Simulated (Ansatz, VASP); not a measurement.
## Zr: VASP beside Ansatz

```xyz
1
Lattice="3.0052 0.0000 0.0000 -1.5026 2.6026 0.0000 0.0000 0.0000 3.0368" Properties=species:S:1:pos:R:3 pbc="T T T"
Zr    0.0000    0.0000    0.0000
```

Alike in both runs: functional r2SCAN; k mesh 21 × 21 × 20; occupations gaussian, width 0.1 eV; no spin polarisation.

Ansatz relaxed the structure, and its values are those at the end. VASP's run is a single point on that final structure, the one shown.

|  | VASP | Ansatz |
| --- | --- | --- |
| version | VASP 6.6.1 | Ansatz 0.2.0 |
| potentials or method | VASP PAW PBE potentials, release 64 (Zr_sv), cutoff 520 eV | scalar-relativistic, plane waves, PAW |
| valence electrons in the cell | 12 | 12 |

|  | VASP | Ansatz | Ansatz less VASP |
| --- | --- | --- | --- |
| gap on the k mesh at the Fermi level (eV) | none | none | - |
| pressure (GPa) | 0.0 | 0.0 | -0.04 |

VASP's potentials were made for PBE, not for r2SCAN. A gap of «none» marks a metal or a gap that the smearing closes.
